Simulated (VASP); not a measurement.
Crystal: Li.

```
CELL_PARAMETERS angstrom
-1.55465 1.55465 1.28002
1.55465 -1.55465 1.28002
1.55465 1.55465 -1.28002
ATOMIC_POSITIONS crystal
Li 0.00000 0.00000 0.00000
```

| Quantity | Value |
| --- | --- |
| Program | VASP 6.6.1 |
| Task | relaxation of cell and atoms |
| Functional | r2SCAN |
| Potentials or basis | VASP PAW PBE potentials, release 64 (Li_sv) |
| Cutoff | 600 eV |
| k mesh | 9 × 9 × 9 |
| Occupations | fermi-dirac, width 0.0104 eV |
| Spin | no spin polarisation |

At the start: pressure 16.5 GPa; volume 12.38 Å³/atom.

Q: How do energy, volume and symmetry change on relaxing?

A: Over 6 steps the energy falls by 275.5 meV/atom and the volume is 18.80 Å³/atom (+52.0 %); space group I4/mmm (No. 139, to 0.05 Å).

Step by step:
| step | energy change (eV) | largest force (eV/Å) | pressure (GPa) | volume (Å³) |
| --- | --- | --- | --- | --- |
| 1 | 0.0000 | 0.0000 | 16.47 | 12.38 |
| 2 | -0.1800 | 0.0000 | 8.15 | 14.80 |
| 3 | -0.2754 | 0.0000 | 0.03 | 18.81 |
| 4 | -0.2755 | 0.0000 | -0.24 | 18.95 |
| 5 | -0.2755 | 0.0000 | -0.07 | 18.85 |
| 6 | -0.2755 | 0.0000 | 0.00 | 18.80 |

Final structure:
```xyz
1
Lattice="-1.7701 1.7701 1.5005 1.7701 -1.7701 1.5005 1.7701 1.7701 -1.5005" Properties=species:S:1:pos:R:3 pbc="T T T"
Li    0.0000    0.0000    0.0000
```

Caveat: the cutoff is under 1.25 times the usual one of these potentials, so pressure, stress and relaxed cells hold a basis-set (Pulay) error; the volume moved by over 15 % at a fixed basis, so the end points are rough; the PAW data sets were made with another functional, which shifts forces and pressure a little.
